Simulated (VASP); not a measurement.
Crystal: Sb2O.

```xyz
6
Lattice="-3.3994 3.3994 2.7733 3.3994 -3.3994 2.7733 3.3994 3.3994 -2.7733" Properties=species:S:1:pos:R:3 pbc="T T T"
Sb    1.0742    4.4736    0.0000
Sb    2.3252    1.0742    0.0000
Sb    2.3252   -1.0742    2.7733
Sb    1.0742    2.3252    2.7733
O     0.0000    0.0000    1.3867
O     0.0000    0.0000    4.1600
```

The cell was generated, and may not be a known phase.

- Program: VASP 6.6.1
- Task: relaxation of cell and atoms
- Functional: PBE
- Potentials or basis: VASP PAW PBE potentials, release 64 (Sb, O)
- Cutoff: 600 eV
- k mesh: 4 × 4 × 4
- Occupations: gaussian, width 0.1 eV
- Spin: no spin polarisation

At the start: pressure -7.5 GPa; volume 21.37 Å³/atom.

Task: How do energy, volume and symmetry change on relaxing?

Result: Over 25 steps the energy falls by 251.2 meV/atom and the volume is 20.15 Å³/atom (-5.7 %); space group I4/mcm (No. 140, to 0.1 Å) before and after.

Step by step:
```
step  energy change (eV)  largest force (eV/Å)  pressure (GPa)  volume (Å³)
   1              0.0000                0.8091           -7.49       128.19
   2             -0.8292                1.0251            2.56       110.35
   3             -0.8304                1.0273            3.12       109.73
   4             -1.0968                0.5046            2.19       111.06
   5             -1.1728                0.2617            1.88       112.01
   6             -1.1766                0.2181            1.88       112.23
   7             -1.2029                0.2191           -1.68       116.59
   8             -1.2075                0.2122           -0.72       115.33
   9             -1.2257                0.2029           -0.39       114.68
  10             -1.2737                0.2362            0.70       112.71
  11             -1.0184                0.1156            5.96       108.56
  12             -1.2770                0.2084            1.03       112.37
  13             -1.2888                0.1832            0.73       112.93
  14             -1.3043                0.1791            0.04       114.31
  15             -1.3284                0.1889           -0.14       114.88
  16             -1.3789                0.1890           -0.63       116.59
  17             -1.4366                0.1891           -1.20       119.96
  18             -1.4349                0.0826           -3.01       126.56
  19             -1.4526                0.1418           -1.89       122.59
  20             -1.4754                0.1004           -0.83       121.44
  21             -1.4855                0.0611            0.55       120.01
  22             -1.4922                0.0515            0.27       120.42
  23             -1.5027                0.0250           -0.56       121.64
  24             -1.5030                0.0209           -0.71       121.86
  25             -1.5071                0.0051           -0.11       120.88
```

Final structure:
```cif
data_structure
_symmetry_space_group_name_H-M 'P 1'
_symmetry_Int_Tables_number 1
_cell_length_a 5.3965
_cell_length_b 5.3965
_cell_length_c 5.3965
_cell_angle_alpha 108.510
_cell_angle_beta 108.510
_cell_angle_gamma 111.411
_cell_volume 120.88
loop_
_atom_site_label
_atom_site_type_symbol
_atom_site_fract_x
_atom_site_fract_y
_atom_site_fract_z
_atom_site_occupancy
Sb1 Sb 0.74099 0.24099 0.98198 1
Sb2 Sb 0.24099 0.25901 0.50000 1
Sb3 Sb 0.25901 0.75901 0.01802 1
Sb4 Sb 0.75901 0.74099 0.50000 1
O1 O 0.25000 0.25000 0.00000 1
O2 O 0.75000 0.75000 0.00000 1
```

Caveat: the k points lie up to 0.36 Å⁻¹ apart in the final cell, too coarse for converged energies and pressures of a metal.
